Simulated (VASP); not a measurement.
Input of a VASP 6.6.1 run:

POSCAR

```
In
1.0
    3.3354847820      0.0000000000      0.0000000000
   -1.6677423910      2.8886145552      0.0000000000
    0.0000000000      0.0000000000      5.5091429200
In
2
Direct
    0.6666666667      0.3333333333      0.7500000000
    0.3333333333      0.6666666667      0.2500000000
```

INCAR.step1

```
SYSTEM = In
ALGO = Normal
EDIFF = 1E-4
ENCUT = 520
GGA = PE
ISMEAR = -1
LASPH = .True.
LCHARG = .False.
LREAL = .False.
LWAVE = .True.
NBANDS = 20
NELM = 80
PREC = Accurate
SIGMA = 0.05
```

The input INCAR.step2:

```
SYSTEM = In
ALGO = Normal
EDIFF = 1E-7
ENCUT = 520
ISIF = 2
ISMEAR = -1
ISTART = 1
LASPH = .True.
LCHARG = .False.
LMIXTAU = .True.
LREAL = .False.
LWAVE = .False.
METAGGA = R2SCAN
NBANDS = 20
NELM = 80
PREC = Accurate
SIGMA = 0.05
```

Contents of KPOINTS:

```
k-points
0
Gamma
  9 9 5
  0 0 0
```

Potentials or basis: VASP PAW PBE potentials, release 64 (In_d).

Command:

```bash
$ cat potpaw_PBE.64/In_d/POTCAR > POTCAR
$ cp INCAR.step1 INCAR
$ mpirun -np 1 vasp_std > vasp.out
$ cp INCAR.step2 INCAR
$ mpirun -np 1 vasp_std > vasp.out
```

(1) Estimate the pressure.

(2) Estimate the band gap on the k mesh.

Results:

(1) -0.2 GPa.

(2) zero (band 13 reaches 9.61 eV, above the bottom of band 14 at 5.35 eV).

Caveat: the PAW data sets were made with another functional, which shifts forces and pressure a little; spin-orbit coupling is left out, which moves the levels of the heavy elements.
